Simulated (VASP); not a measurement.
# CdSe (Cm) in VASP: notebook

Runs on CdSe. Level: PBE. Tasks: single point.

Program: VASP 6.6.1. These are calculated values, not measurements. Logs are shortened: lines on timing, memory, paths and dates and some standing lists are left out, and cuts for length are marked.

## (1) The cell of the first run

The structure is monoclinic, space group Cm (No. 8). The conventional cell has a = 7.445 Å, b = 4.298 Å, c = 7.015 Å, α = 90.00°, β = 90.00°, γ = 90.00°. Within 3.3 Å of Cd (site symmetry m) lie 4 Se at 2.49 to 2.71 Å. Within 3.5 Å of Cd (site symmetry m) lie 4 Se at 2.63 Å. Within 3.5 Å of Se (site symmetry m) lie 4 Cd at 2.63 Å. Within 3.3 Å of Se (site symmetry m) lie 4 Cd at 2.49 to 2.71 Å.

## (2) Single point, PBE (atom 1 (Cd) moved by (-0.150, +0.000) A along y and z)

File INCAR:

```
SYSTEM = CdSe
PREC     = Accurate       ! precision mode
ENCUT    = 520            ! plane-wave cutoff, eV
EDIFF    = 1E-6           ! SCF threshold, eV
ISMEAR   = 0              ! smearing method
SIGMA    = 0.05           ! smearing width, eV
LREAL    = .FALSE.        ! projectors in reciprocal space
LASPH    = .TRUE.         ! aspherical terms in the spheres
NELM     = 60             ! most SCF steps
ALGO     = Normal         ! electronic algorithm
ISIF     = 2              ! what is computed and relaxed
LWAVE    = .FALSE.        ! write WAVECAR
LCHARG   = .FALSE.        ! write CHGCAR
GGA      = PE             ! functional
NBANDS   = 26             ! bands
```

File KPOINTS:

```
regular mesh
0
G
  6 6 4
  0 0 0
```

File POSCAR:

```
CdSe
1.0
    4.2984999142      0.0000000000      0.0000000000
   -2.1492499571      3.7226101239      0.0000000000
    0.0000000000      0.0000000000      7.0152000000
Cd Se
2 2
Direct
    0.6465195125      0.2930390250      0.0000000000
    0.3333333333      0.6666666667      0.5000000000
    0.6666666667      0.3333333333      0.3750000000
    0.3333333333      0.6666666667      0.8750000000
```

Potentials or basis: VASP PAW PBE potentials, release 64 (Cd, Se).

The run is started by

```
$ cat potpaw_PBE.64/Cd/POTCAR potpaw_PBE.64/Se/POTCAR > POTCAR
$ mpirun -np 1 vasp_std > vasp.out
```

OUTCAR:

```text
SYSTEM = CdSe
   PREC = Accurate
   ENCUT = 520
   EDIFF = 1E-6
   ISMEAR = 0
   LREAL = .FALSE.
   LASPH = .TRUE.
   NELM = 60
   ISIF = 2
   GGA = PE

 ion  position               nearest neighbor table
   1  0.647  0.293  0.000-   4 2.49   3 2.63   4 2.71   4 2.71
   2  0.333  0.667  0.500-   4 2.63   3 2.63   3 2.63   3 2.63
   3  0.667  0.333  0.375-   2 2.63   2 2.63   2 2.63   1 2.63
   4  0.333  0.667  0.875-   1 2.49   2 2.63   1 2.71   1 2.71

  LATTYP: Found a hexagonal cell.
 ALAT       =     4.2984999142
 C/A-ratio  =     1.6320111993

  Lattice vectors:

 A1 = (   4.2984999142,   0.0000000000,   0.0000000000)
 A2 = (  -2.1492499571,   3.7226101239,   0.0000000000)
 A3 = (   0.0000000000,   0.0000000000,   7.0152000000)

Analysis of symmetry for initial positions (statically):
=====================================================================
 Subroutine PRICEL returns:
 Original cell was already a primitive cell.

 Routine SETGRP: Setting up the symmetry group for a
 hexagonal supercell.

 Subroutine GETGRP returns: Found  2 space group operations
 (whereof  2 operations were pure point group operations)
 out of a pool of 24 trial point group operations.

The static configuration has the point symmetry C_1h.

Analysis of symmetry for dynamics (positions and initial velocities):
=====================================================================
 Subroutine PRICEL returns:
 Original cell was already a primitive cell.

 Routine SETGRP: Setting up the symmetry group for a
 hexagonal supercell.

 Subroutine GETGRP returns: Found  2 space group operations
 (whereof  2 operations were pure point group operations)
 out of a pool of 24 trial point group operations.

The dynamic configuration has the point symmetry C_1h.

 Subroutine INISYM returns: Found  2 space group operations
 (whereof  2 operations are pure point group operations),
 and found     1 'primitive' translations

----------------------------------------------------------------------------------------

                                     Primitive cell

  volume of cell :     112.2547

  direct lattice vectors                    reciprocal lattice vectors
     4.298499914  0.000000000  0.000000000     0.232639297  0.134314361  0.000000000
    -2.149249957  3.722610124  0.000000000     0.000000000  0.268628722  0.000000000
     0.000000000  0.000000000  7.015200000     0.000000000  0.000000000  0.142547611

  length of vectors
     4.298499914  4.298499914  7.015200000     0.268628722  0.268628722  0.142547611

  position of ions in fractional coordinates (direct lattice)
     0.646519512  0.293039025  0.000000000
     0.333333333  0.666666667  0.500000000
     0.666666667  0.333333333  0.375000000
     0.333333333  0.666666667  0.875000000

  ion indices of the primitive-cell ions
   primitive index   ion index
                 1           1
                 2           2
                 3           3
                 4           4

----------------------------------------------------------------------------------------

 KPOINTS: regular mesh

Automatic generation of k-mesh.
 Grid dimensions read from file:
 generate k-points for:    6    6    4

 Generating k-lattice:

  Cartesian coordinates                     Fractional coordinates (reciprocal lattice)
     0.038773216  0.022385727  0.000000000     0.166666667  0.000000000  0.000000000
     0.000000000  0.044771454  0.000000000     0.000000000  0.166666667  0.000000000
     0.000000000  0.000000000  0.035636903     0.000000000  0.000000000  0.250000000

  Length of vectors
     0.044771454  0.044771454  0.035636903

  Shift w.r.t. Gamma in fractional coordinates (k-lattice)
     0.000000000  0.000000000  0.000000000

 Subroutine IBZKPT returns following result:
 ===========================================

 Found     47 irreducible k-points:

 Following reciprocal coordinates:
            Coordinates               Weight
  0.000000  0.000000  0.000000      1.000000
  0.166667  0.000000  0.000000      4.000000
  0.000000  0.166667  0.000000      2.000000
  0.333333  0.000000  0.000000      4.000000
  0.000000  0.333333  0.000000      2.000000
  0.500000  0.000000  0.000000      2.000000
[... 16 lines left out ...]
  0.500000  0.000000  0.250000      4.000000
  0.000000  0.500000  0.250000      2.000000
 [... further k-points ...]
   k-points           NKPTS =     47   k-points in BZ     NKDIM =     47   number of bands    NBANDS=     26
   number of dos      NEDOS =    301   number of ions     NIONS =      4
   total plane-waves  NPLWV =  55296
   dimension x,y,z NGX =    32 NGY =   32 NGZ =   54
   dimension x,y,z NGXF=    64 NGYF=   64 NGZF=  108
   ions per type =               2   2
   NGX,Y,Z   is equivalent  to a cutoff of  12.38, 12.38, 12.80 a.u.
   NGXF,Y,Z  is equivalent  to a cutoff of  24.75, 24.75, 25.59 a.u.
 SYSTEM =  CdSe
   PREC   = accura    normal or accurate (medium, high low for compatibility)
   ISTART =      0    job   : 0-new  1-cont  2-samecut
   ICHARG =      2    charge: 1-file 2-atom 10-const
   ISPIN  =      1    spin polarized calculation?
   LNONCOLLINEAR =      F non collinear calculations
   LSORBIT =      F    spin-orbit coupling
   LASPH  =      T    aspherical Exc in radial PAW
   ENCUT  =  520.0 eV  38.22 Ry    6.18 a.u.   7.99  7.99 13.04*2*pi/ulx,y,z
   NELM   =     60;   NELMIN=  2; NELMDL= -5     # of ELM steps
   EDIFF  = 0.1E-05   stopping-criterion for ELM
   LREAL  =      F    real-space projection
   EDIFFG = 0.1E-04   stopping-criterion for IOM
   NSW    =      0    number of steps for IOM
   IBRION =     -1    ionic relax: 0-MD 1-quasi-New 2-CG
   NFREE  =      0    steps in history (QN), initial steepest desc. (CG)
   ISIF   =      2    stress and relaxation
   ISYM   =      2    0-nonsym 1-usesym 2-fastsym
   POTIM  = 0.5000    time-step for ionic-motion
   TEBEG  =    0.0;   TEEND  =   0.0 temperature during run
   PSTRESS=    0.0 pullay stress
   NELECT =      36.0000    total number of electrons
   NUPDOWN=      -1.0000    fix difference up-down
   EMIN   =  10.00;   EMAX   =-10.00  energy-range for DOS
   EFERMI =   0.00;   METHOD = LEGACY
   ISMEAR =     0;   SIGMA  =   0.05  broadening in eV -4-tet -1-fermi 0-gaus
   EFERMI_NEDOS =   21; number of points for ismear=-14 and -15
   IALGO  =     38    algorithm
   IMIX   =      4    mixing-type and parameters
     AMIX     =   0.40;   BMIX     =  1.00
     AMIX_MAG =   1.60;   BMIX_MAG =  1.00
  volume/ion in A,a.u.               =      28.06       189.38
  Fermi-wavevector in a.u.,A,eV,Ry     =   1.120575  2.117579 17.084668  1.255688
  Thomas-Fermi vector in A             =   2.257222
   LORBIT       =      0    0 simple, 1 ext, 2 COOP (PROOUT), +10 PAW based schemes
   GGA     = PE    functional components
   LHFCALC =     F    Hartree Fock is set to
   AEXX    =    0.0000 exact exchange contribution
   IVDW    =     0    specifies the selected vdW correction
   LEPSILON=     F    determine dielectric tensor
   LRPA    =     F    only Hartree local field effects (RPA)
 non-spin polarized calculation
 Gauss-broadening in eV      SIGMA  =   0.05
  energy-cutoff  :      520.00
  volume of cell :      112.25
 maximum number of plane-waves:      3042
   NGX = 15   NGY = 15   NGZ = 27

 number of electron      35.9999998 magnetization

 Free energy of the ion-electron system (eV)
  ---------------------------------------------------
  ext. energy  EPLUGINS =         0.00000000
  ---------------------------------------------------
  free energy    TOTEN  =       -10.85158205 eV

  energy without entropy =      -10.85158205  energy(sigma->0) =      -10.85158205

 E-fermi :   1.2651     XC(G=0):  -8.8892

 val. band max:        1.0000337247   @ k =   0.0000   0.0000   0.0000
 cond. band min:       1.6464321844   @ k =   0.0000   0.0000   0.0000
 fundamental gap:      0.6463984598
 Fermi energy:         1.2651327230

 k-point     1 :       0.0000    0.0000    0.0000
  band No.  band energies     occupation
      1     -11.6636      2.00000
      2     -11.2804      2.00000
      3      -7.0432      2.00000
      4      -6.9765      2.00000
      5      -6.9429      2.00000
      6      -6.9098      2.00000
[... 18 lines left out ...]
     25       8.1553      0.00000
     26       8.6851      0.00000

 k-point     2 :       0.1667    0.0000    0.0000
  band No.  band energies     occupation
      1     -11.5819      2.00000
      2     -11.2435      2.00000
      3      -7.0146      2.00000
      4      -6.9504      2.00000
      5      -6.8927      2.00000
      6      -6.8685      2.00000
[... 18 lines left out ...]
     25       8.2499      0.00000
     26       8.7196      0.00000

 k-point     3 :       0.0000    0.1667    0.0000
  band No.  band energies     occupation
      1     -11.5783      2.00000
      2     -11.2431      2.00000
      3      -6.9873      2.00000
      4      -6.9381      2.00000
      5      -6.9115      2.00000
      6      -6.8711      2.00000
[... 18 lines left out ...]
     25       8.2242      0.00000
     26       8.5138      0.00000

 k-point     4 :       0.3333    0.0000    0.0000
  band No.  band energies     occupation
      1     -11.4046      2.00000
      2     -11.1802      2.00000
      3      -6.9608      2.00000
      4      -6.9179      2.00000
      5      -6.8012      2.00000
      6      -6.7898      2.00000
[... 18 lines left out ...]
     25       8.7628      0.00000
     26       9.1994      0.00000

 k-point     5 :       0.0000    0.3333    0.0000
  band No.  band energies     occupation
      1     -11.3910      2.00000
      2     -11.1814      2.00000
      3      -6.8936      2.00000
      4      -6.8625      2.00000
      5      -6.8315      2.00000
      6      -6.7578      2.00000
[... 18 lines left out ...]
     25       8.8569      0.00000
     26       9.3075      0.00000

 k-point     6 :       0.5000    0.0000    0.0000
  band No.  band energies     occupation
      1     -11.3006      2.00000
      2     -11.1624      2.00000
      3      -6.9392      2.00000
      4      -6.9105      2.00000
      5      -6.7645      2.00000
      6      -6.7315      2.00000
[... 427 lines left out ...]
 k-point    21 :      -0.3333    0.0000    0.2500
  band No.  band energies     occupation
      1     -11.3722      2.00000
      2     -11.2068      2.00000
      3      -6.9525      2.00000
      4      -6.9095      2.00000
      5      -6.8214      2.00000
      6      -6.8072      2.00000
[... 18 lines left out ...]
     25       8.4634      0.00000
     26       9.5559      0.00000

 k-point    22 :       0.0000   -0.3333    0.2500
  band No.  band energies     occupation
      1     -11.3624      2.00000
      2     -11.2042      2.00000
      3      -6.9156      2.00000
      4      -6.8464      2.00000
      5      -6.8339      2.00000
      6      -6.7653      2.00000
[... 18 lines left out ...]
     25       8.5420      0.00000
     26       9.4977      0.00000

 k-point    23 :       0.5000    0.0000    0.2500
  band No.  band energies     occupation
      1     -11.2791      2.00000
      2     -11.1770      2.00000
      3      -6.9283      2.00000
      4      -6.8998      2.00000
      5      -6.7950      2.00000
      6      -6.7763      2.00000
[... 18 lines left out ...]
     25       9.1683      0.00000
     26      10.3432      0.00000

 k-point    24 :       0.0000    0.5000    0.2500
  band No.  band energies     occupation
      1     -11.2576      2.00000
      2     -11.1818      2.00000
      3      -6.8797      2.00000
      4      -6.8290      2.00000
      5      -6.8079      2.00000
      6      -6.7222      2.00000
[... 18 lines left out ...]
     25       9.2313      0.00000
     26      10.2520      0.00000

 [... further k-points ...]

------------------------ aborting loop because EDIFF is reached ----------------------------------------

  FORCE on cell =-STRESS in cart. coord.  units (eV):
  Direction    XX          YY          ZZ          XY          YZ          ZX
  --------------------------------------------------------------------------------------
  -------------------------------------------------------------------------------------
  Total        1.5251671      3.5849207      2.4562226      0.0000000      0.8296436      0.0000000
  in kB       21.7682482     51.1664873     35.0569207      0.0000000     11.8412524      0.0000000
  external PRESSURE =      35.9972187 kB  Pullay stress =       0.0000000 kB

 VOLUME and BASIS-vectors are now :
 -----------------------------------------------------------------------------
  energy-cutoff  :      520.00
  volume of cell :      112.25
      direct lattice vectors                 reciprocal lattice vectors
     4.298499914  0.000000000  0.000000000     0.232639297  0.134314361  0.000000000
    -2.149249957  3.722610124  0.000000000     0.000000000  0.268628722  0.000000000
     0.000000000  0.000000000  7.015200000     0.000000000  0.000000000  0.142547611

 POSITION                                       TOTAL-FORCE (eV/Angst)
 -----------------------------------------------------------------------------------
      2.14925      1.09087      0.00000         0.000000      0.964290      0.122549
     -0.00000      2.48174      3.50760         0.000000      0.019633     -0.018216
      2.14925      1.24087      2.63070        -0.000000      0.003248     -0.004231
     -0.00000      2.48174      6.13830        -0.000000     -0.987171     -0.100102
 -----------------------------------------------------------------------------------
    total drift:                               -0.000000      0.000159      0.000063

  FREE ENERGIE OF THE ION-ELECTRON SYSTEM (eV)
  ---------------------------------------------------
  free  energy   TOTEN  =       -10.8515820497 eV

  energy  without entropy=      -10.8515820497  energy(sigma->0) =      -10.85158205
```

Wall time 1.7 min (1 thread of Intel Xeon Platinum 8375C at 2.90GHz (Ice Lake), shared host); peak memory 0.29 GiB.

Results:

```
Free energy            : -10.8516 eV
Pressure               : 3.6 GPa
Largest force          : 0.992 eV/Å
Band gap on the k mesh : 0.65 eV, direct
```

Forces on the atoms (eV/Å):
```
Cd   0.000  0.964  0.123
Cd   0.000  0.020 -0.018
Se   0.000  0.003 -0.004
Se   0.000 -0.987 -0.100
```

Stress tensor (GPa, compression positive):
```
2.18 0.00 0.00
0.00 5.12 1.18
0.00 1.18 3.51
```

Levels at points of the mesh, in eV from the valence-band top:
| k point | band 16 | band 17 | band 18 | band 19 | band 20 | band 21 |
| --- | --- | --- | --- | --- | --- | --- |
| (0.00, 0.00, 0.00) | -0.11 | -0.04 | 0.00 | 0.65 | 2.19 | 5.71 |
| (0.50, 0.00, 0.00) | -1.90 | -1.34 | -0.77 | 3.13 | 3.25 | 4.72 |
| (0.00, 0.50, 0.00) | -1.88 | -1.49 | -0.79 | 3.22 | 3.45 | 4.73 |
| (0.00, 0.00, 0.50) | -0.45 | -0.43 | -0.29 | 2.35 | 2.37 | 5.80 |
| (0.50, 0.00, 0.50) | -1.44 | -1.37 | -1.27 | 2.82 | 2.93 | 4.72 |
| (0.00, 0.50, 0.50) | -1.39 | -1.39 | -1.36 | 2.82 | 3.05 | 4.76 |

Caveat: the cell differs from its parent crystal (atom 1 (Cd) moved by (-0.150, +0.000) A along y and z).

(Continued in part 2 of 2.)
